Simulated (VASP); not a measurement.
# AlN (P6_3/mmc) in VASP: a series of runs, part 2 of 2

VASP 6.6.1.

### Step 3. Single point, r2SCAN (7.91 Å³/atom)

This run uses another cell than the first one, of 7.91 Å³/atom.

File POSCAR:

```
AlN
1.0
    2.7750235588      0.0000000000      0.0000000000
   -1.3875117794      2.4032408980      0.0000000000
    0.0000000000      0.0000000000      4.7421869730
Al N
2 2
Direct
    0.0000000000      0.0000000000      0.0000000000
    0.0000000000      0.0000000000      0.5000000000
    0.3333333333      0.6666666667      0.2500000000
    0.6666666667      0.3333333333      0.7500000000
```

File INCAR.step1:

```
  PREC = Accurate
  ENCUT = 520
  ISMEAR = 0
  SIGMA = 0.01
  LREAL = F
  LASPH = T
  NELM = 80
  NBANDS = 16
  GGA = PE
  ALGO = Normal
  EDIFF = 1E-4
  LWAVE = T
  LCHARG = F
```

File INCAR.step2:

```
  PREC = Accurate
  ENCUT = 520
  EDIFF = 1E-7
  ISMEAR = 0
  SIGMA = 0.01
  LREAL = F
  LASPH = T
  NELM = 80
  ALGO = Normal
  ISIF = 2
  LWAVE = F
  LCHARG = F
  METAGGA = R2SCAN
  LMIXTAU = T
  NBANDS = 16
  ISTART = 1
```

File KPOINTS:

```
Automatic mesh
0
Gamma
  9 9 4
```

Potentials or basis: VASP PAW PBE potentials, release 64 (Al, N).

Run with:

```console
$ cat potpaw_PBE.64/Al/POTCAR potpaw_PBE.64/N/POTCAR > POTCAR
$ cp INCAR.step1 INCAR
$ mpirun -np 1 vasp_std > vasp.out
$ cp INCAR.step2 INCAR
$ mpirun -np 1 vasp_std > vasp.out
```

OUTCAR:

```text
PREC = Accurate
   ENCUT = 520
   EDIFF = 1E-7
   ISMEAR = 0
   LREAL = F
   LASPH = T
   NELM = 80
   ISIF = 2
   METAGGA = R2SCAN
   ISTART = 1

 ion  position               nearest neighbor table
   1  0.000  0.000  0.000-   3 1.99   4 1.99   3 1.99   4 1.99   4 1.99   3 1.99   2 2.37   2 2.37

   2  0.000  0.000  0.500-   3 1.99   4 1.99   3 1.99   4 1.99   4 1.99   3 1.99   1 2.37   1 2.37

   3  0.333  0.667  0.250-   1 1.99   2 1.99   1 1.99   2 1.99   1 1.99   2 1.99
   4  0.667  0.333  0.750-   1 1.99   2 1.99   1 1.99   2 1.99   1 1.99   2 1.99

  LATTYP: Found a hexagonal cell.
 ALAT       =     2.7750235588
 C/A-ratio  =     1.7088816987

  Lattice vectors:

 A1 = (   2.7750235588,   0.0000000000,   0.0000000000)
 A2 = (  -1.3875117794,   2.4032408980,   0.0000000000)
 A3 = (   0.0000000000,   0.0000000000,   4.7421869730)

Analysis of symmetry for initial positions (statically):
=====================================================================
 Subroutine PRICEL returns:
 Original cell was already a primitive cell.

[... 179 lines left out ...]
 cond. band min:      16.6407267153   @ k =   0.4444   0.0000   0.0000
 fundamental gap:      6.2039709742
 Fermi energy:        10.4990914856

 k-point     1 :       0.0000    0.0000    0.0000
  band No.  band energies     occupation
      1      -8.5226      2.00000
      2      -5.3943      2.00000
      3       1.2680      2.00000
      4       9.4041      2.00000
      5       9.4041      2.00000
      6       9.8238      2.00000
[... 433 lines left out ...]
      3       3.0715      2.00000
      4       4.1075      2.00000
      5       4.1075      2.00000
      6       4.8443      2.00000
[... 8 lines left out ...]
     15      24.0157      0.00000
     16      25.7403      0.00000

 [... further k-points ...]

------------------------ aborting loop because EDIFF is reached ----------------------------------------

  FORCE on cell =-STRESS in cart. coord.  units (eV):
  Direction    XX          YY          ZZ          XY          YZ          ZX
  --------------------------------------------------------------------------------------
  -------------------------------------------------------------------------------------
  Total        3.3031393      3.3031393      3.8705106      0.0000000     -0.0000000      0.0000000
  in kB      167.3380917    167.3380917    196.0813059      0.0000000     -0.0000000      0.0000000
  external PRESSURE =     176.9191631 kB  Pullay stress =       0.0000000 kB

 VOLUME and BASIS-vectors are now :
 -----------------------------------------------------------------------------
  energy-cutoff  :      520.00
  volume of cell :       31.63
      direct lattice vectors                 reciprocal lattice vectors
     2.775023559  0.000000000  0.000000000     0.360357301  0.208052385  0.000000000
    -1.387511779  2.403240898  0.000000000     0.000000000  0.416104770  0.000000000
     0.000000000  0.000000000  4.742186973     0.000000000  0.000000000  0.210873170

 POSITION                                       TOTAL-FORCE (eV/Angst)
 -----------------------------------------------------------------------------------
      0.00000      0.00000      0.00000        -0.000000      0.000000      0.000000
      0.00000      0.00000      2.37109         0.000000      0.000000      0.000000
     -0.00000      1.60216      1.18555        -0.000000     -0.000000      0.000000
      1.38751      0.80108      3.55664         0.000000      0.000000      0.000000
 -----------------------------------------------------------------------------------
    total drift:                               -0.000000      0.000000     -0.000000

  FREE ENERGIE OF THE ION-ELECTRON SYSTEM (eV)
  ---------------------------------------------------
  free  energy   TOTEN  =       -37.0030802180 eV

  energy  without entropy=      -37.0030802180  energy(sigma->0) =      -37.00308022
```

OSZICAR.step1:

```text
N       E                     dE             d eps       ncg     rms          rms(c)
DAV:   1     0.404488499598E+02    0.40449E+02   -0.73600E+03  1176   0.895E+02
DAV:   2    -0.287665877531E+02   -0.69215E+02   -0.63594E+02  1584   0.195E+02
DAV:   3    -0.316190604865E+02   -0.28525E+01   -0.28433E+01  1456   0.402E+01
DAV:   4    -0.316330122719E+02   -0.13952E-01   -0.13951E-01  1432   0.308E+00
DAV:   5    -0.316331626682E+02   -0.15040E-03   -0.15039E-03  1456   0.325E-01    0.108E+01
DAV:   6    -0.282856642361E+02    0.33475E+01   -0.62528E+00  1416   0.196E+01    0.387E+00
DAV:   7    -0.282666789754E+02    0.18985E-01   -0.54833E-01  1352   0.559E+00    0.273E+00
DAV:   8    -0.282571850086E+02    0.94940E-02   -0.36209E-02  1240   0.170E+00    0.532E-01
DAV:   9    -0.282538757526E+02    0.33093E-02   -0.63268E-03  1480   0.671E-01    0.206E-01
DAV:  10    -0.282541011610E+02   -0.22541E-03   -0.13086E-03  1376   0.248E-01    0.123E-01
DAV:  11    -0.282540254863E+02    0.75675E-04   -0.17424E-04  1080   0.105E-01
   1 F= -.28254025E+02 E0= -.28254025E+02  d E =-.139042E-95
```

Run time: 64 s. Hardware: 1 thread of Intel Xeon 6975P-C (Granite Rapids), shared host; peak memory 0.16 GiB.

What came out:

```
Free energy            : -37.0031 eV
Pressure               : 17.7 GPa
Band gap on the k mesh : 6.20 eV (least direct gap 6.90 eV)
```

Stress tensor (GPa, compression positive):
```
16.73  0.00  0.00
 0.00 16.73  0.00
 0.00  0.00 19.61
```

Caveat: the cell stands under pressure; the PAW data sets were made with another functional, which shifts forces and pressure a little; an odd mesh through Γ misses points on the zone boundary, where band edges can lie.

### Step 4. Single point, r2SCAN (8.16 Å³/atom)

This run uses another cell than the first one, of 8.16 Å³/atom.

File POSCAR:

```
AlN
1.0
    2.8042364798      0.0000000000      0.0000000000
   -1.4021182399      2.4285400298      0.0000000000
    0.0000000000      0.0000000000      4.7921083992
Al N
2 2
Direct
    0.0000000000      0.0000000000      0.0000000000
    0.0000000000      0.0000000000      0.5000000000
    0.3333333333      0.6666666667      0.2500000000
    0.6666666667      0.3333333333      0.7500000000
```

File INCAR.step1:

```
ALGO = Normal
EDIFF = 1E-4
ENCUT = 520
GGA = PE
ISMEAR = 0
LASPH = True
LCHARG = False
LREAL = False
LWAVE = True
NBANDS = 16
NELM = 60
PREC = Accurate
SIGMA = 0.01
```

File INCAR.step2:

```
ALGO = Normal
EDIFF = 1E-6
ENCUT = 520
ISIF = 2
ISMEAR = 0
ISTART = 1
LASPH = True
LCHARG = True
LELF = True
LMIXTAU = True
LREAL = False
LVHAR = True
LWAVE = False
METAGGA = R2SCAN
NBANDS = 16
NELM = 60
PREC = Accurate
SIGMA = 0.01
```

File KPOINTS:

```
k-points
0
Gamma
  9 9 4
```

Potentials or basis: VASP PAW PBE potentials, release 64 (Al, N).

Run with:

```console
$ cat potpaw_PBE.64/Al/POTCAR potpaw_PBE.64/N/POTCAR > POTCAR
$ cp INCAR.step1 INCAR
$ mpirun -np 1 vasp_std > vasp.out
$ cp INCAR.step2 INCAR
$ mpirun -np 1 vasp_std > vasp.out
```

OUTCAR:

```text
EDIFF = 1E-6
   ENCUT = 520
   ISIF = 2
   ISMEAR = 0
   ISTART = 1
   LASPH = True
   LREAL = False
   METAGGA = R2SCAN
   NELM = 60
   PREC = Accurate

 ion  position               nearest neighbor table
   1  0.000  0.000  0.000-   3 2.01   4 2.01   4 2.01   3 2.01   4 2.01   3 2.01   2 2.40   2 2.40

   2  0.000  0.000  0.500-   3 2.01   4 2.01   4 2.01   3 2.01   4 2.01   3 2.01   1 2.40   1 2.40

   3  0.333  0.667  0.250-   1 2.01   2 2.01   1 2.01   2 2.01   1 2.01   2 2.01
[... 659 lines left out ...]

  FORCE on cell =-STRESS in cart. coord.  units (eV):
  Direction    XX          YY          ZZ          XY          YZ          ZX
  --------------------------------------------------------------------------------------
  -------------------------------------------------------------------------------------
  Total        1.4980802      1.4980802      1.7558869      0.0000000      0.0000000      0.0000000
  in kB       73.5460081     73.5460081     86.2026451      0.0000000      0.0000000      0.0000000
  external PRESSURE =      77.7648871 kB  Pullay stress =       0.0000000 kB

 VOLUME and BASIS-vectors are now :
 -----------------------------------------------------------------------------
  energy-cutoff  :      520.00
  volume of cell :       32.64
      direct lattice vectors                 reciprocal lattice vectors
     2.804236480  0.000000000  0.000000000     0.356603306  0.205885015  0.000000000
    -1.402118240  2.428540030  0.000000000     0.000000000  0.411770030  0.000000000
     0.000000000  0.000000000  4.792108399     0.000000000  0.000000000  0.208676415

 POSITION                                       TOTAL-FORCE (eV/Angst)
 -----------------------------------------------------------------------------------
      0.00000      0.00000      0.00000        -0.000000      0.000000      0.000000
      0.00000      0.00000      2.39605        -0.000000      0.000000      0.000000
     -0.00000      1.61903      1.19803         0.000000      0.000000      0.000000
      1.40212      0.80951      3.59408         0.000000      0.000000      0.000000
 -----------------------------------------------------------------------------------
    total drift:                               -0.000000      0.000000     -0.000000

  FREE ENERGIE OF THE ION-ELECTRON SYSTEM (eV)
  ---------------------------------------------------
  free  energy   TOTEN  =       -37.0842401443 eV

  energy  without entropy=      -37.0842401443  energy(sigma->0) =      -37.08424014
```

OUTCAR.step1:

```text
EDIFF = 1E-4
   ENCUT = 520
   GGA = PE
   ISMEAR = 0
[... 690 lines left out ...]
      0.00000      0.00000      0.00000         0.000000      0.000000     -0.000000
      0.00000      0.00000      2.39605         0.000000      0.000000     -0.000000
     -0.00000      1.61903      1.19803        -0.000000      0.000000     -0.000000
      1.40212      0.80951      3.59408        -0.000000     -0.000000      0.000000
 -----------------------------------------------------------------------------------
    total drift:                               -0.000000      0.000000     -0.000000

  FREE ENERGIE OF THE ION-ELECTRON SYSTEM (eV)
  ---------------------------------------------------
  free  energy   TOTEN  =       -28.3770653763 eV

  energy  without entropy=      -28.3770653763  energy(sigma->0) =      -28.37706538
```

Wall time 62 s (1 thread of Intel Xeon 6975P-C (Granite Rapids), shared host); peak memory 0.16 GiB.

Results:

* Free energy: -37.0842 eV
* Pressure: 7.8 GPa
* Band gap on the k mesh: 6.10 eV (least direct gap 6.42 eV)

Caveat: the cell stands under pressure; the PAW data sets were made with another functional, which shifts forces and pressure a little; an odd mesh through Γ misses points on the zone boundary, where band edges can lie.

### Step 5. The runs side by side

```csv
level,cell,gap on the mesh (eV),pressure (GPa)
PBE,"a = 2.912, b = 2.912, c = 4.979 Å, angles 90.0, 90.0, 120.0°, 4 atoms",4.04,-12.8
r2SCAN,"a = 2.775, b = 2.775, c = 4.742 Å, angles 90.0, 90.0, 120.0°, 4 atoms",6.20,17.7
r2SCAN,"a = 2.804, b = 2.804, c = 4.792 Å, angles 90.0, 90.0, 120.0°, 4 atoms",6.10,7.8
```

Alike in all rows: task single point; potentials or basis VASP PAW PBE potentials, release 64 (Al, N); no spin polarisation; k mesh 9 × 9 × 4; cutoff (eV) 520; smearing gaussian 0.01 eV.

Caveats: an odd mesh through Γ misses points on the zone boundary, where band edges can lie; the cell stands under pressure (at least some runs); the PAW data sets were made with another functional, which shifts forces and pressure a little (at least some runs); the cell stands under tension (at least some runs).

Absolute energies hang on the potentials; compare differences alone.
